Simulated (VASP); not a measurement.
Wanted: the native input for a VASP 6.6.1 run.

```yaml
Task: single point
Functional: LDA
Potentials_or_basis: VASP PAW LDA potentials, release 64 (Mg, O)
Cutoff: 520 eV
k_mesh: 6 × 6 × 6
Occupations: gaussian, width 0.05 eV
Spin: no spin polarisation
Dipole_correction: no
Further_INCAR_settings: ALGO = Normal; EDIFF = 1e-06; NBANDS = 26
```

The structure of MgO lies in POSCAR:

```
MgO
1.0
    4.1607146133      0.0000000000      0.0000000000
    0.0000000000     -4.1607146133      0.0000000000
    0.0000000000      0.0000000000     -4.1607146133
Mg O
4 4
Direct
    0.0000000000      1.0000000000      1.0499914124
    0.5000000000      0.5000000000      1.0000000000
    0.5000000000      1.0000000000      0.5000000000
    0.0000000000      0.5000000000      0.5000000000
    0.5000000000      0.0000000000      0.0000000000
    0.0000000000      0.5000000000      0.0000000000
    0.0000000000      0.0000000000      0.5000000000
    0.5000000000      0.5000000000      0.5000000000
```

This cell differs from its parent crystal: atom 1 (Mg) moved by +0.000 Å along [1 1 0] and -0.208 Å along [0 0 1].

These files were run (other wordings do the same):

INCAR

```
SYSTEM = MgO
ALGO = Normal
EDIFF = 1E-6
ENCUT = 520
ISIF = 2
ISMEAR = 0
LASPH = .True.
LCHARG = .True.
LELF = .True.
LREAL = .False.
LVHAR = .True.
LWAVE = .False.
NBANDS = 26
NELM = 100
PREC = Accurate
SIGMA = 0.05
```

KPOINTS

```
k-points
0
Gamma
  6 6 6
  0 0 0
```

Potentials or basis: VASP PAW LDA potentials, release 64 (Mg, O).

Launch:

```bash
$ cat potpaw_LDA.64/Mg/POTCAR potpaw_LDA.64/O/POTCAR > POTCAR
$ mpirun -np 1 vasp_std > vasp.out
```

It gave:

```yaml
Pressure: -0.3 GPa
Largest_force: 2.651 eV/Å
Band_gap_on_the_k_mesh: 5.02 eV, direct
```

Caveat: the cell differs from its parent crystal (atom 1 (Mg) moved by +0.000 Å along [1 1 0] and -0.208 Å along [0 0 1]); forces of over 1 eV/Å act on the atoms, so gaps and moduli don't describe the material at rest.

It took 38 s on 1 thread of Intel(R) Xeon(R) Platinum 8488C (Sapphire Rapids), on a shared host, peak memory 0.19 GiB.
